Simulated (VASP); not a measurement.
# P in VASP: notebook

P is run at these levels: LDA, PBEsol; tasks: single point.

Everything below comes from runs of VASP 6.6.1. Logs are shortened: lines on timing, memory, paths and dates and some standing lists are left out, and cuts for length are marked.

### 1 The cell of the first run

Symmetry: Imma, No. 74, orthorhombic system. Conventional cell: a = 3.404 Å, b = 5.061 Å, c = 3.741 Å, α = 90.00°, β = 90.00°, γ = 90.00°. Within 3.0 Å of P (site symmetry mm2) lie 6 P at 2.25 to 2.84 Å.

### 2 Single point, LDA (strained)

The input, INCAR:

```
SYSTEM = P
PREC     = Accurate       ! precision mode
ENCUT    = 520            ! plane-wave cutoff, eV
EDIFF    = 1E-6           ! SCF threshold, eV
ISMEAR   = 0              ! smearing method
SIGMA    = 0.1            ! smearing width, eV
LREAL    = .False.        ! projectors in reciprocal space
LASPH    = .True.         ! aspherical terms in the spheres
NELM     = 60             ! most SCF steps
ALGO     = Normal         ! electronic algorithm
ISIF     = 2              ! what is computed and relaxed
LWAVE    = .False.        ! write WAVECAR
LCHARG   = .True.         ! write CHGCAR
LELF     = .True.         ! ELF
LVHAR    = .True.       
NBANDS   = 12             ! bands
```

The input, KPOINTS:

```
regular mesh
0
Gamma
  16 16 16
  0 0 0
```

The input, POSCAR:

```
P
1.0
   -1.7019128299      2.5306333023      1.8703766422
    1.7019128299     -2.5306333023      1.8703766422
    1.7019128299      2.5306333023     -1.8703766422
P
2
Direct
    0.8033091100      0.0533091100      0.7500000000
    0.1966908900      0.9466908900      0.2500000000
```

Potentials or basis: VASP PAW LDA potentials, release 64 (P).

Launch:

```sh
> cat potpaw_LDA.64/P/POTCAR > POTCAR
> mpirun -np 1 vasp_std > vasp.out
```

OUTCAR:

```text
SYSTEM = P
   PREC = Accurate
   ENCUT = 520
   EDIFF = 1E-6
   ISMEAR = 0
   LREAL = .False.
   LASPH = .True.
   NELM = 60
   ISIF = 2

 ion  position               nearest neighbor table
   1  0.803  0.053  0.750-   2 2.25   2 2.25   2 2.56   2 2.56   2 2.84   2 2.84
   2  0.197  0.947  0.250-   1 2.25   1 2.25   1 2.56   1 2.56   1 2.84   1 2.84

  LATTYP: Found a body centered orthorhombic cell.
 ALAT       =     3.4038256598
 B/A-ratio  =     1.0989849829
 C/A-ratio  =     1.4869347348

  Lattice vectors:

 A1 = (   1.7019128299,  -2.5306333023,  -1.8703766422)
 A2 = (  -1.7019128299,  -2.5306333023,   1.8703766422)
 A3 = (  -1.7019128299,   2.5306333023,  -1.8703766422)

Analysis of symmetry for initial positions (statically):
=====================================================================
 Subroutine PRICEL returns:
 Original cell was already a primitive cell.

 Routine SETGRP: Setting up the symmetry group for a
 body centered orthorhombic supercell.

 Subroutine GETGRP returns: Found  8 space group operations
 (whereof  4 operations were pure point group operations)
 out of a pool of  8 trial point group operations.

The static configuration has the point symmetry C_2h.
 The point group associated with its full space group is D_2h.

Analysis of symmetry for dynamics (positions and initial velocities):
=====================================================================
 Subroutine PRICEL returns:
 Original cell was already a primitive cell.

 Routine SETGRP: Setting up the symmetry group for a
 body centered orthorhombic supercell.

 Subroutine GETGRP returns: Found  8 space group operations
 (whereof  4 operations were pure point group operations)
 out of a pool of  8 trial point group operations.

The dynamic configuration has the point symmetry C_2h.
 The point group associated with its full space group is D_2h.

 Subroutine INISYM returns: Found  8 space group operations
 (whereof  4 operations are pure point group operations),
 and found     1 'primitive' translations

----------------------------------------------------------------------------------------

                                     Primitive cell

  volume of cell :      32.2222

  direct lattice vectors                    reciprocal lattice vectors
    -1.701912830  2.530633302  1.870376642     0.000000000  0.197579001  0.267325836
     1.701912830 -2.530633302  1.870376642     0.293787080  0.000000000  0.267325836
     1.701912830  2.530633302 -1.870376642     0.293787080  0.197579001  0.000000000

  length of vectors
     3.577557962  3.577557962  3.577557962     0.332416252  0.397207692  0.354045632

  position of ions in fractional coordinates (direct lattice)
     0.803309110  0.053309110  0.750000000
     0.196690890  0.946690890  0.250000000

  ion indices of the primitive-cell ions
   primitive index   ion index
                 1           1
                 2           2

----------------------------------------------------------------------------------------

 KPOINTS: regular mesh

Automatic generation of k-mesh.
 Grid dimensions read from file:
 generate k-points for:   16   16   16

 Generating k-lattice:

  Cartesian coordinates                     Fractional coordinates (reciprocal lattice)
     0.000000000  0.012348688  0.016707865     0.062500000  0.000000000  0.000000000
     0.018361692  0.000000000  0.016707865     0.000000000  0.062500000 -0.000000000
     0.018361692  0.012348688  0.000000000     0.000000000 -0.000000000  0.062500000

  Length of vectors
     0.020776016  0.024825481  0.022127852

  Shift w.r.t. Gamma in fractional coordinates (k-lattice)
     0.000000000  0.000000000  0.000000000

 Subroutine IBZKPT returns following result:
 ===========================================

 Found    621 irreducible k-points:

 Following reciprocal coordinates:
            Coordinates               Weight
  0.000000  0.000000  0.000000      1.000000
  0.062500  0.000000  0.000000      4.000000
  0.125000  0.000000  0.000000      4.000000
  0.187500  0.000000  0.000000      4.000000
  0.250000  0.000000  0.000000      4.000000
  0.312500  0.000000  0.000000      4.000000
[... 16 lines left out ...]
 -0.187500  0.062500  0.000000      8.000000
 -0.125000  0.062500  0.000000      8.000000
 [... further k-points ...]
   k-points           NKPTS =    621   k-points in BZ     NKDIM =    621   number of bands    NBANDS=     12
   number of dos      NEDOS =    301   number of ions     NIONS =      2
   total plane-waves  NPLWV =  21952
   dimension x,y,z NGX =    28 NGY =   28 NGZ =   28
   dimension x,y,z NGXF=    56 NGYF=   56 NGZF=   56
   ions per type =               2
   NGX,Y,Z   is equivalent  to a cutoff of  13.01, 13.01, 13.01 a.u.
   NGXF,Y,Z  is equivalent  to a cutoff of  26.02, 26.02, 26.02 a.u.
 SYSTEM =  P
   PREC   = accura    normal or accurate (medium, high low for compatibility)
   ISTART =      0    job   : 0-new  1-cont  2-samecut
   ICHARG =      2    charge: 1-file 2-atom 10-const
   ISPIN  =      1    spin polarized calculation?
   LNONCOLLINEAR =      F non collinear calculations
   LSORBIT =      F    spin-orbit coupling
   LASPH  =      T    aspherical Exc in radial PAW
   ENCUT  =  520.0 eV  38.22 Ry    6.18 a.u.   6.65  6.65  6.65*2*pi/ulx,y,z
   NELM   =     60;   NELMIN=  2; NELMDL= -5     # of ELM steps
   EDIFF  = 0.1E-05   stopping-criterion for ELM
   LREAL  =      F    real-space projection
   EDIFFG = 0.1E-04   stopping-criterion for IOM
   NSW    =      0    number of steps for IOM
   IBRION =     -1    ionic relax: 0-MD 1-quasi-New 2-CG
   NFREE  =      0    steps in history (QN), initial steepest desc. (CG)
   ISIF   =      2    stress and relaxation
   ISYM   =      2    0-nonsym 1-usesym 2-fastsym
   POTIM  = 0.5000    time-step for ionic-motion
   TEBEG  =    0.0;   TEEND  =   0.0 temperature during run
   PSTRESS=    0.0 pullay stress
   NELECT =      10.0000    total number of electrons
   NUPDOWN=      -1.0000    fix difference up-down
   EMIN   =  10.00;   EMAX   =-10.00  energy-range for DOS
   EFERMI =   0.00;   METHOD = LEGACY
   ISMEAR =     0;   SIGMA  =   0.10  broadening in eV -4-tet -1-fermi 0-gaus
   EFERMI_NEDOS =   21; number of points for ismear=-14 and -15
   IALGO  =     38    algorithm
   IMIX   =      4    mixing-type and parameters
     AMIX     =   0.40;   BMIX     =  1.00
     AMIX_MAG =   1.60;   BMIX_MAG =  1.00
  volume/ion in A,a.u.               =      16.11       108.72
  Fermi-wavevector in a.u.,A,eV,Ry     =   1.108382  2.094539 16.714915  1.228512
  Thomas-Fermi vector in A             =   2.244909
   LORBIT       =      0    0 simple, 1 ext, 2 COOP (PROOUT), +10 PAW based schemes
   GGA     = CA    functional components
   LHFCALC =     F    Hartree Fock is set to
   AEXX    =    0.0000 exact exchange contribution
   IVDW    =     0    specifies the selected vdW correction
   LEPSILON=     F    determine dielectric tensor
   LRPA    =     F    only Hartree local field effects (RPA)
 non-spin polarized calculation
 Gauss-broadening in eV      SIGMA  =   0.10
  energy-cutoff  :      520.00
  volume of cell :       32.22
 maximum number of plane-waves:       882
   NGX = 13   NGY = 13   NGZ = 13

 number of electron      10.0000000 magnetization

 Free energy of the ion-electron system (eV)
  ---------------------------------------------------
  ext. energy  EPLUGINS =         0.00000000
  ---------------------------------------------------
  free energy    TOTEN  =       -12.08520760 eV

  energy without entropy =      -12.08444665  energy(sigma->0) =      -12.08482713

 E-fermi :   8.6776     XC(G=0): -10.9142

 val. band max:        8.6328247449   @ k =  -0.1250  -0.1250   0.0625
 cond. band min:       8.7239408892   @ k =   0.2500   0.2500   0.2500
 fundamental gap:      0.0911161443
 Fermi energy:         8.6775995313

 k-point     1 :       0.0000    0.0000    0.0000
  band No.  band energies     occupation
      1      -7.5182      2.00000
      2       5.4579      2.00000
      3       5.6180      2.00000
      4       5.8650      2.00000
      5       6.5249      2.00000
      6      10.1080      0.00000
      7      11.0057      0.00000
      8      12.7099      0.00000
      9      13.8811      0.00000
     10      15.0590      0.00000
     11      15.5666      0.00000
     12      15.6082      0.00000

 k-point     2 :       0.0625    0.0000    0.0000
  band No.  band energies     occupation
      1      -7.4641      2.00000
      2       4.4637      2.00000
      3       5.8457      2.00000
      4       6.1448      2.00000
      5       6.8034      2.00000
      6      10.2178      0.00000
      7      10.9445      0.00000
      8      12.4538      0.00000
      9      13.9829      0.00000
     10      14.4562      0.00000
     11      15.4000      0.00000
     12      16.5033      0.00000

 k-point     3 :       0.1250    0.0000    0.0000
  band No.  band energies     occupation
      1      -7.3026      2.00000
      2       3.2681      2.00000
      3       5.7934      2.00000
      4       6.2192      2.00000
      5       7.3780      2.00000
      6      10.4292      0.00000
      7      10.7838      0.00000
      8      11.8751      0.00000
      9      14.0350      0.00000
     10      14.3221      0.00000
     11      15.1579      0.00000
     12      17.5623      0.00000
[... 286 lines left out ...]
 k-point    23 :      -0.1875    0.0625    0.0000
  band No.  band energies     occupation
      1      -7.1621      2.00000
      2       2.8324      2.00000
      3       5.2402      2.00000
      4       6.3539      2.00000
      5       7.7095      2.00000
      6      10.1630      0.00000
      7      10.7854      0.00000
      8      11.8412      0.00000
      9      13.6185      0.00000
     10      14.6796      0.00000
     11      15.2723      0.00000
     12      17.4572      0.00000

 k-point    24 :      -0.1250    0.0625    0.0000
  band No.  band energies     occupation
      1      -7.3610      2.00000
      2       3.9692      2.00000
      3       5.3899      2.00000
      4       6.1507      2.00000
      5       7.3279      2.00000
      6      10.1589      0.00000
      7      11.0841      0.00000
      8      12.2398      0.00000
      9      13.7255      0.00000
     10      14.2258      0.00000
     11      14.9879      0.00000
     12      16.9697      0.00000

 [... further k-points ...]
[... 5 lines left out ...]
  --------------------------------------------------------------------------------------
  -------------------------------------------------------------------------------------
  Total       -0.7672242     -0.8824453     -0.7714533      0.0000000      0.0000000      0.0000000
  in kB      -38.1484851    -43.8775904    -38.3587670      0.0000000      0.0000000      0.0000000
  external PRESSURE =     -40.1282808 kB  Pullay stress =       0.0000000 kB

 VOLUME and BASIS-vectors are now :
 -----------------------------------------------------------------------------
  energy-cutoff  :      520.00
  volume of cell :       32.22
      direct lattice vectors                 reciprocal lattice vectors
    -1.701912830  2.530633302  1.870376642     0.000000000  0.197579001  0.267325836
     1.701912830 -2.530633302  1.870376642     0.293787080  0.000000000  0.267325836
     1.701912830  2.530633302 -1.870376642     0.293787080  0.197579001  0.000000000

 POSITION                                       TOTAL-FORCE (eV/Angst)
 -----------------------------------------------------------------------------------
      0.00000      3.79595      0.19942        -0.000000     -0.000000     -0.142952
      1.70191     -1.26532      1.67096         0.000000      0.000000      0.142952
 -----------------------------------------------------------------------------------
    total drift:                                0.000000     -0.000000     -0.000000

  FREE ENERGIE OF THE ION-ELECTRON SYSTEM (eV)
  ---------------------------------------------------
  free  energy   TOTEN  =       -12.0852076018 eV

  energy  without entropy=      -12.0844466506  energy(sigma->0) =      -12.08482713
```

Wall time 2.2 min (1 thread of Intel Xeon Platinum 8375C at 2.90GHz (Ice Lake), shared host); peak memory 0.28 GiB.

What came out:

| Quantity | Value |
| --- | --- |
| Free energy | -12.0852 eV |
| Pressure | -4.0 GPa |
| Largest force | 0.143 eV/Å |
| Band gap on the k mesh | zero (bands 5 and 6 overlap by 1.11 eV) |

Forces on the atoms (eV/Å):
```
P    0.000  0.000 -0.143
P    0.000  0.000  0.143
```

Caveat: the cell differs from its parent crystal (strained); the cell stands under tension.

[end of part 1 of 2]
